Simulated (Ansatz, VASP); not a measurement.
**BiS: VASP beside Ansatz**

Contents of INCAR:

```
SYSTEM = BiS
ALGO     = Normal         ! electronic algorithm
EDIFF    = 1E-6           ! SCF threshold, eV
ENCUT    = 520            ! plane-wave cutoff, eV
ISIF     = 2              ! what is computed and relaxed
ISMEAR   = 0              ! smearing method
LASPH    = .True.         ! aspherical terms in the spheres
LCHARG   = .False.        ! write CHGCAR
LREAL    = .False.        ! projectors in reciprocal space
LWAVE    = .False.        ! write WAVECAR
NBANDS   = 29             ! bands
NELM     = 80             ! most SCF steps
PREC     = Accurate       ! precision mode
SIGMA    = 0.05           ! smearing width, eV
```

Contents of KPOINTS:

```
k-points
0
Gamma
  10 10 6
  0 0 0
```

POSCAR

```
BiS
1.0
    4.2531522690      0.0000000000      0.0000000000
   -2.1265761345      3.6833379111      0.0000000000
    0.0000000000      0.0000000000      6.9376951447
Bi S
2 2
Direct
    0.0000000000      0.0000000000      0.0000000000
    0.0000000000      0.0000000000      0.5000000000
    0.3333333333      0.6666666667      0.2500000000
    0.6666666667      0.3333333333      0.7500000000
```

Input for Ansatz:

```yaml
crystal:
  lattice:
    - [4.253152269, 0.0, 0.0]
    - [-2.1265761345, 3.6833379111, 0.0]
    - [0.0, 0.0, 6.9376951447]
  atoms:
    - { symbol: Bi, position: [0.0, 0.0, 0.0] }
    - { symbol: Bi, position: [0.0, 0.0, 0.5] }
    - { symbol: S, position: [0.3333333333, 0.6666666667, 0.25] }
    - { symbol: S, position: [0.6666666667, 0.3333333333, 0.75] }
basis:
  ecutwfc: 420
  ecutrho_ratio: 4
kpoints:
  mp_grid: { grid: [10, 10, 6] }
hamiltonian:
  xc: lda
scf:
  occupations: { method: gaussian, width: 0.05 }
output:
  forces: true
  stress: true
  eigenvalues: true
  populations: true
```

Alike in both runs: task single point; functional LDA; k mesh 10 × 10 × 6; occupations gaussian, width 0.05 eV; no spin polarisation.

|  | VASP | Ansatz |
| --- | --- | --- |
| version | VASP 6.6.1 | Ansatz 0.2.0 |
| potentials or method | VASP PAW LDA potentials, release 64 (Bi_d, S), cutoff 520 eV | scalar-relativistic, plane waves, PAW |
| valence electrons in the cell | 42 | 42 |

```csv
,VASP,Ansatz,Ansatz less VASP
gap on the k mesh at the Fermi level (eV),none,none,-
pressure (GPa),-4.2,-4.2,-0.06
"traceless stress, the component that is largest in VASP (GPa)",-0.21,-0.23,-0.019
```

LDA's correlation is that of Perdew and Zunger in VASP and of Perdew and Wang (1992) in Ansatz. A gap of «none» marks a metal or a gap that the smearing closes.

Neither program's run includes spin-orbit coupling.
